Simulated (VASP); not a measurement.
A run of VASP 6.6.1:

INCAR

```
ALGO     = Normal         # electronic algorithm
EDIFF    = 1E-6           # SCF threshold, eV
ENCUT    = 600            # plane-wave cutoff, eV
GGA      = CA             # functional
GGA_COMPAT= False        
ISIF     = 2              # what is computed and relaxed
ISMEAR   = 0              # smearing method
LASPH    = True           # aspherical terms in the spheres
LCHARG   = True           # write CHGCAR
LELF     = True           # ELF
LREAL    = False          # projectors in reciprocal space
LVHAR    = True         
LWAVE    = False          # write WAVECAR
NBANDS   = 24             # bands
NELM     = 120            # most SCF steps
PREC     = Accurate       # precision mode
SIGMA    = 0.15           # smearing width, eV
```

The input KPOINTS:

```
k-points
0
Gamma
  12 12 12
```

POSCAR

```
TaF3
1.0
    3.7841640000      0.0000000000      0.0000000000
    0.0000000000      3.7841640000      0.0000000000
    0.0000000000      0.0000000000      3.7841640000
Ta F
1 3
Direct
    0.0000000000      0.0000000000      0.0000000000
    0.5000000000      0.0000000000      0.0000000000
    0.0000000000      0.5000000000      0.0000000000
    0.0000000000      0.0000000000      0.5000000000
```

Potentials or basis: VASP PAW LDA potentials, release 64 (Ta_pv, F).

The run is started by

```bash
$ cat potpaw_LDA.64/Ta_pv/POTCAR potpaw_LDA.64/F/POTCAR > POTCAR
$ mpirun -np 1 vasp_std > vasp.out
```

Hardware: 1 thread of AMD EPYC 9R45 (Zen 5), with other jobs on the host.

**Question.** Estimate the wall time of this run.

**Answer.** Run time: 80 s on 1 thread of AMD EPYC 9R45 (Zen 5), on a shared host, peak memory 0.2 GiB. Counts: scf iterations 12, k points 84.
